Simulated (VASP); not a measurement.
# MoS2 (Cmcm) in VASP: notebook

Runs on MoS2. Level: PBE. Tasks: single point.

Everything below comes from runs of VASP 6.6.1. Logs are shortened: lines on timing, memory, paths and dates and some standing lists are left out, and cuts for length are marked.

## 1. The cell of the first run

It takes space group Cmcm (No. 63, orthorhombic). The conventional cell has a = 3.186 Å, b = 5.766 Å, c = 14.510 Å, α = 90.00°, β = 90.00°, γ = 90.00°. Mo (site symmetry m2m) has 6 S at 2.43 to 2.48 Å and 6 Mo at 3.19 to 3.29 Å within 3.3 Å. S (site symmetry m) has 3 Mo at 2.43 to 2.48 Å and 7 S at 3.13 to 3.29 Å within 3.3 Å.

## 2. Single point, PBE (strain +0.0450 x Voigt [0, 1, 0, 0, 0, 0])

INCAR reads:

```
PREC = Accurate ; ENCUT = 520
EDIFF = 1E-6 ; ISMEAR = 0
SIGMA = 0.05 ; LREAL = F
LASPH = T ; NELM = 100
ALGO = Normal ; ISIF = 2
LWAVE = F ; LCHARG = F
GGA = PE ; NBANDS = 35
```

KPOINTS reads:

```
regular mesh
0
Gamma
  12 12 2
```

POSCAR reads:

```
MoS2
1.0
    3.1855822578      0.0000000000      0.0000000000
   -1.5927911289      2.8829409433      0.0000000000
    0.0000000000      0.0000000000     14.5104515858
Mo S
2 4
Direct
    0.3333333333      0.6666666667      0.2500000000
    0.6666666667      0.3333333333      0.7500000000
    0.3333333333      0.6666666667      0.6423151295
    0.6666666667      0.3333333333      0.1423151295
    0.3333333333      0.6666666667      0.8576848705
    0.6666666667      0.3333333333      0.3576848705
```

Potentials or basis: VASP PAW PBE potentials, release 64 (Mo_sv, S).

Launch:

```sh
$ cat potpaw_PBE.64/Mo_sv/POTCAR potpaw_PBE.64/S/POTCAR > POTCAR
$ mpirun -np 1 vasp_std > vasp.out
```

OUTCAR:

```text
PREC = Accurate
   ENCUT = 520
   EDIFF = 1E-6
   ISMEAR = 0
   LREAL = F
   LASPH = T
   NELM = 100
   ISIF = 2
   GGA = PE

 ion  position               nearest neighbor table
   1  0.333  0.667  0.250-   4 2.43   6 2.43   4 2.43   6 2.43   4 2.48   6 2.48
   2  0.667  0.333  0.750-   3 2.43   5 2.43   3 2.43   5 2.43   3 2.48   5 2.48
   3  0.333  0.667  0.642-   2 2.43   2 2.43   2 2.48
   4  0.667  0.333  0.142-   1 2.43   1 2.43   1 2.48
   5  0.333  0.667  0.858-   2 2.43   2 2.43   2 2.48
   6  0.667  0.333  0.358-   1 2.43   1 2.43   1 2.48

  LATTYP: Found a base centered orthorhombic cell.
 ALAT       =     3.1855822578
 B/A-ratio  =     1.8099930939
 C/A-ratio  =     4.5550390514

  Lattice vectors:

 A1 = (   1.5927911289,  -2.8829409433,   0.0000000000)
 A2 = (   1.5927911289,   2.8829409433,   0.0000000000)
 A3 = (   0.0000000000,   0.0000000000,  14.5104515858)

Analysis of symmetry for initial positions (statically):
=====================================================================
 Subroutine PRICEL returns:
 Original cell was already a primitive cell.

 Routine SETGRP: Setting up the symmetry group for a
 base centered orthorhombic supercell.

 Subroutine GETGRP returns: Found  8 space group operations
 (whereof  4 operations were pure point group operations)
 out of a pool of  8 trial point group operations.

The static configuration has the point symmetry C_2h.
 The point group associated with its full space group is D_2h.

Analysis of symmetry for dynamics (positions and initial velocities):
=====================================================================
 Subroutine PRICEL returns:
 Original cell was already a primitive cell.

 Routine SETGRP: Setting up the symmetry group for a
 base centered orthorhombic supercell.

 Subroutine GETGRP returns: Found  8 space group operations
 (whereof  4 operations were pure point group operations)
 out of a pool of  8 trial point group operations.

The dynamic configuration has the point symmetry C_2h.
 The point group associated with its full space group is D_2h.

 Subroutine INISYM returns: Found  8 space group operations
 (whereof  4 operations are pure point group operations),
 and found     1 'primitive' translations

----------------------------------------------------------------------------------------

                                     Primitive cell

  volume of cell :     133.2617

  direct lattice vectors                    reciprocal lattice vectors
     3.185582258  0.000000000  0.000000000     0.313914355  0.173434007  0.000000000
    -1.592791129  2.882940943  0.000000000     0.000000000  0.346868014  0.000000000
     0.000000000  0.000000000 14.510451586     0.000000000  0.000000000  0.068915843

  length of vectors
     3.185582258  3.293680626 14.510451586     0.358638505  0.346868014  0.068915843

  position of ions in fractional coordinates (direct lattice)
     0.333333333  0.666666667  0.250000000
     0.666666667  0.333333333  0.750000000
     0.333333333  0.666666667  0.642315129
     0.666666667  0.333333333  0.142315129
     0.333333333  0.666666667  0.857684871
     0.666666667  0.333333333  0.357684871

  ion indices of the primitive-cell ions
   primitive index   ion index
                 1           1
                 2           2
                 3           3
                 4           4
                 5           5
                 6           6

----------------------------------------------------------------------------------------

 KPOINTS: regular mesh

Automatic generation of k-mesh.
 Grid dimensions read from file:
 generate k-points for:   12   12    2

 Generating k-lattice:

  Cartesian coordinates                     Fractional coordinates (reciprocal lattice)
     0.026159530  0.014452834  0.000000000     0.083333333  0.000000000  0.000000000
     0.000000000  0.028905668  0.000000000     0.000000000  0.083333333  0.000000000
     0.000000000  0.000000000  0.034457921     0.000000000  0.000000000  0.500000000

  Length of vectors
     0.029886542  0.028905668  0.034457921

  Shift w.r.t. Gamma in fractional coordinates (k-lattice)
     0.000000000  0.000000000  0.000000000

 Subroutine IBZKPT returns following result:
 ===========================================

 Found     86 irreducible k-points:

 Following reciprocal coordinates:
            Coordinates               Weight
  0.000000  0.000000  0.000000      1.000000
  0.083333  0.000000  0.000000      4.000000
  0.166667 -0.000000  0.000000      4.000000
  0.250000  0.000000  0.000000      4.000000
  0.333333  0.000000  0.000000      4.000000
  0.416667 -0.000000  0.000000      4.000000
[... 16 lines left out ...]
  0.333333  0.166667  0.000000      4.000000
  0.416667  0.166667  0.000000      4.000000
 [... further k-points ...]
   k-points           NKPTS =     86   k-points in BZ     NKDIM =     86   number of bands    NBANDS=     35
   number of dos      NEDOS =    301   number of ions     NIONS =      6
   total plane-waves  NPLWV =  62208
   dimension x,y,z NGX =    24 NGY =   24 NGZ =  108
   dimension x,y,z NGXF=    48 NGYF=   48 NGZF=  216
   ions per type =               2   4
   NGX,Y,Z   is equivalent  to a cutoff of  12.52, 12.11, 12.37 a.u.
   NGXF,Y,Z  is equivalent  to a cutoff of  25.05, 24.23, 24.75 a.u.
 SYSTEM =  unknown system
   PREC   = accura    normal or accurate (medium, high low for compatibility)
   ISTART =      0    job   : 0-new  1-cont  2-samecut
   ICHARG =      2    charge: 1-file 2-atom 10-const
   ISPIN  =      1    spin polarized calculation?
   LNONCOLLINEAR =      F non collinear calculations
   LSORBIT =      F    spin-orbit coupling
   LASPH  =      T    aspherical Exc in radial PAW
   ENCUT  =  520.0 eV  38.22 Ry    6.18 a.u.   5.92  6.12 26.98*2*pi/ulx,y,z
   NELM   =    100;   NELMIN=  2; NELMDL= -5     # of ELM steps
   EDIFF  = 0.1E-05   stopping-criterion for ELM
   LREAL  =      F    real-space projection
   EDIFFG = 0.1E-04   stopping-criterion for IOM
   NSW    =      0    number of steps for IOM
   IBRION =     -1    ionic relax: 0-MD 1-quasi-New 2-CG
   NFREE  =      0    steps in history (QN), initial steepest desc. (CG)
   ISIF   =      2    stress and relaxation
   ISYM   =      2    0-nonsym 1-usesym 2-fastsym
   POTIM  = 0.5000    time-step for ionic-motion
   TEBEG  =    0.0;   TEEND  =   0.0 temperature during run
   PSTRESS=    0.0 pullay stress
   NELECT =      52.0000    total number of electrons
   NUPDOWN=      -1.0000    fix difference up-down
   EMIN   =  10.00;   EMAX   =-10.00  energy-range for DOS
   EFERMI =   0.00;   METHOD = LEGACY
   ISMEAR =     0;   SIGMA  =   0.05  broadening in eV -4-tet -1-fermi 0-gaus
   EFERMI_NEDOS =   21; number of points for ismear=-14 and -15
   IALGO  =     38    algorithm
   IMIX   =      4    mixing-type and parameters
     AMIX     =   0.40;   BMIX     =  1.00
     AMIX_MAG =   1.60;   BMIX_MAG =  1.00
  volume/ion in A,a.u.               =      22.21       149.88
  Fermi-wavevector in a.u.,A,eV,Ry     =   1.196302  2.260683 19.471817  1.431138
  Thomas-Fermi vector in A             =   2.332246
   LORBIT       =      0    0 simple, 1 ext, 2 COOP (PROOUT), +10 PAW based schemes
   GGA     = PE    functional components
   LHFCALC =     F    Hartree Fock is set to
   AEXX    =    0.0000 exact exchange contribution
   IVDW    =     0    specifies the selected vdW correction
   LEPSILON=     F    determine dielectric tensor
   LRPA    =     F    only Hartree local field effects (RPA)
 non-spin polarized calculation
 Gauss-broadening in eV      SIGMA  =   0.05
  energy-cutoff  :      520.00
  volume of cell :      133.26
 maximum number of plane-waves:      3628
   NGX = 11   NGY = 13   NGZ = 53

 number of electron      52.0000003 magnetization

 Free energy of the ion-electron system (eV)
  ---------------------------------------------------
  ext. energy  EPLUGINS =         0.00000000
  ---------------------------------------------------
  free energy    TOTEN  =       -43.55936354 eV

  energy without entropy =      -43.55936354  energy(sigma->0) =      -43.55936354

 E-fermi :   5.0773     XC(G=0):  -9.3959

 val. band max:        4.6927605659   @ k =   0.0000   0.0000   0.0000
 cond. band min:       5.7913921766   @ k =   0.3333   0.3333   0.0000
 fundamental gap:      1.0986316107
 Fermi energy:         5.0773498751

 k-point     1 :       0.0000    0.0000    0.0000
  band No.  band energies     occupation
      1     -56.5979      2.00000
      2     -56.5979      2.00000
      3     -30.6895      2.00000
      4     -30.6895      2.00000
      5     -30.5884      2.00000
      6     -30.5884      2.00000
[... 27 lines left out ...]
     34       7.3361      0.00000
     35       9.9005      0.00000

 k-point     2 :       0.0833    0.0000    0.0000
  band No.  band energies     occupation
      1     -56.5959      2.00000
      2     -56.5959      2.00000
      3     -30.6855      2.00000
      4     -30.6855      2.00000
      5     -30.5962      2.00000
      6     -30.5962      2.00000
[... 27 lines left out ...]
     34       7.1520      0.00000
     35      10.3157      0.00000

 k-point     3 :       0.1667   -0.0000    0.0000
  band No.  band energies     occupation
      1     -56.5905      2.00000
      2     -56.5905      2.00000
      3     -30.6745      2.00000
      4     -30.6745      2.00000
      5     -30.6270      2.00000
      6     -30.6270      2.00000
[... 27 lines left out ...]
     34       7.4417      0.00000
     35      11.0251      0.00000
[... 723 lines left out ...]
 k-point    23 :       0.3333    0.1667    0.0000
  band No.  band energies     occupation
      1     -56.5697      2.00000
      2     -56.5697      2.00000
      3     -30.8005      2.00000
      4     -30.8005      2.00000
      5     -30.6722      2.00000
      6     -30.6722      2.00000
[... 27 lines left out ...]
     34       8.5707      0.00000
     35      11.3119      0.00000

 k-point    24 :       0.4167    0.1667    0.0000
  band No.  band energies     occupation
      1     -56.5672      2.00000
      2     -56.5671      2.00000
      3     -30.8171      2.00000
      4     -30.8171      2.00000
      5     -30.6847      2.00000
      6     -30.6847      2.00000
[... 27 lines left out ...]
     34       8.5986      0.00000
     35      10.8023      0.00000

 [... further k-points ...]
[... 5 lines left out ...]
  --------------------------------------------------------------------------------------
  -------------------------------------------------------------------------------------
  Total       -2.2799633     -6.8493696     -2.6098624      0.0000000     -0.0000000      0.0000000
  in kB      -27.4115084    -82.3484993    -31.3778152      0.0000000     -0.0000000      0.0000000
  external PRESSURE =     -47.0459410 kB  Pullay stress =       0.0000000 kB

 VOLUME and BASIS-vectors are now :
 -----------------------------------------------------------------------------
  energy-cutoff  :      520.00
  volume of cell :      133.26
      direct lattice vectors                 reciprocal lattice vectors
     3.185582258  0.000000000  0.000000000     0.313914355  0.173434007  0.000000000
    -1.592791129  2.882940943  0.000000000     0.000000000  0.346868014  0.000000000
     0.000000000  0.000000000 14.510451586     0.000000000  0.000000000  0.068915843

 POSITION                                       TOTAL-FORCE (eV/Angst)
 -----------------------------------------------------------------------------------
     -0.00000      1.92196      3.62761         0.000000      0.167146     -0.000000
      1.59279      0.96098     10.88284         0.000000     -0.167146     -0.000000
     -0.00000      1.92196      9.32028         0.000000      0.083731      0.412761
      1.59279      0.96098      2.06506        -0.000000     -0.083731      0.412761
     -0.00000      1.92196     12.44539         0.000000      0.083731     -0.412761
      1.59279      0.96098      5.19017        -0.000000     -0.083731     -0.412761
 -----------------------------------------------------------------------------------
    total drift:                               -0.000000      0.000000     -0.000000

  FREE ENERGIE OF THE ION-ELECTRON SYSTEM (eV)
  ---------------------------------------------------
  free  energy   TOTEN  =       -43.5593635406 eV

  energy  without entropy=      -43.5593635406  energy(sigma->0) =      -43.55936354
```

Wall time 4.7 min (1 thread of Intel Xeon Platinum 8488C (Sapphire Rapids), shared host); peak memory 0.44 GiB.

Results:

| Quantity | Value |
| --- | --- |
| Free energy | -43.5594 eV |
| Pressure | -4.7 GPa |
| Largest force | 0.421 eV/Å |
| Band gap on the k mesh | 1.10 eV (least direct gap 1.46 eV) |

Forces in eV/Å, atoms in the order of the input:
```
Mo   0.000  0.167  0.000
Mo   0.000 -0.167  0.000
S    0.000  0.084  0.413
S    0.000 -0.084  0.413
S    0.000  0.084 -0.413
S    0.000 -0.084 -0.413
```

Levels at points of the mesh, in eV from the valence-band top:
```tsv
k point	band 23	band 24	band 25	band 26	band 27	band 28	band 29	band 30
(0.00, 0.00, 0.00)	-1.81	-1.55	-0.40	0.00	2.06	2.06	2.32	2.34
(0.50, 0.00, 0.00)	-1.57	-1.55	-0.87	-0.86	1.61	1.62	2.22	2.28
(0.00, 0.50, 0.00)	-1.21	-1.20	-1.04	-1.02	1.69	1.69	2.07	2.11
(0.00, 0.00, 0.50)	-1.81	-1.81	-0.16	-0.16	2.06	2.06	2.33	2.33
(0.50, 0.00, 0.50)	-1.56	-1.56	-0.86	-0.86	1.62	1.62	2.25	2.25
(0.00, 0.50, 0.50)	-1.20	-1.20	-1.03	-1.03	1.69	1.69	2.09	2.09
```

Caveat: the cell differs from its parent crystal (strain +0.0450 x Voigt [0, 1, 0, 0, 0, 0]); the stress differs along the axes, from -8 to -3 GPa; this functional lacks dispersion, which binds layers or chains, so the pressure and a relaxed spacing across them are unreliable. A k mesh can miss the band edges.

## 3. Single point, PBE (strain +0.0525 x Voigt [0, 1, 0, 0, 0, 0])

INCAR reads:

```
SYSTEM = MoS2
  ALGO = Normal
  EDIFF = 1E-7
  ENCUT = 520
  GGA = PE
  ISIF = 2
  ISMEAR = 0
  LASPH = .TRUE.
  LCHARG = .TRUE.
  LELF = .TRUE.
  LREAL = .FALSE.
  LVHAR = .TRUE.
  LWAVE = .FALSE.
  NBANDS = 35
  NELM = 80
  PREC = Accurate
  SIGMA = 0.05
```

KPOINTS reads:

```
k-points
0
G
  12 12 2
  0 0 0
```

POSCAR, as its differences from that of step 2:

```diff
@@ -3,3 +3,3 @@
     3.1855822578      0.0000000000      0.0000000000
-   -1.5927911289      2.8829409433      0.0000000000
+   -1.5927911289      2.9036319071      0.0000000000
     0.0000000000      0.0000000000     14.5104515858
```

Potentials or basis: VASP PAW PBE potentials, release 64 (Mo_sv, S).

Launch:

```sh
$ cat potpaw_PBE.64/Mo_sv/POTCAR potpaw_PBE.64/S/POTCAR > POTCAR
$ mpirun -np 1 vasp_std > vasp.out
```

Wall time 5.8 min (1 thread of Intel Xeon Platinum 8488C (Sapphire Rapids), shared host); peak memory 0.47 GiB.

The run converged. Its results:

```
Free energy            : -43.5072 eV
Pressure               : -5.3 GPa
Largest force          : 0.480 eV/Å
Band gap on the k mesh : 1.05 eV (least direct gap 1.43 eV)
```

Forces in eV/Å, atoms in the order of the input:
```
Mo   0.000  0.177  0.000
Mo   0.000 -0.177  0.000
S    0.000  0.089  0.472
S    0.000 -0.089  0.472
S    0.000  0.089 -0.472
S    0.000 -0.089 -0.472
```

Stress tensor (GPa, compression positive):
```
-3.12  0.00  0.00
 0.00 -9.34  0.00
 0.00  0.00 -3.57
```

Levels at points of the mesh, in eV from the valence-band top:
```csv
k point,band 24,band 25,band 26,band 27,band 28,band 29
"(0.00, 0.00, 0.00)",-1.53,-0.40,0.00,1.99,2.00,2.26
"(0.50, 0.00, 0.00)",-1.59,-0.87,-0.85,1.55,1.55,2.19
"(0.00, 0.50, 0.00)",-1.19,-1.06,-1.04,1.65,1.66,2.01
"(0.00, 0.00, 0.50)",-1.82,-0.16,-0.16,1.99,1.99,2.27
"(0.50, 0.00, 0.50)",-1.60,-0.86,-0.86,1.55,1.55,2.22
"(0.00, 0.50, 0.50)",-1.20,-1.05,-1.05,1.65,1.65,2.03
```

Caveat: the cell differs from its parent crystal (strain +0.0525 x Voigt [0, 1, 0, 0, 0, 0]); the stress differs along the axes, from -9 to -3 GPa; this functional lacks dispersion, which binds layers or chains, so the pressure and a relaxed spacing across them are unreliable. A k mesh can miss the band edges.
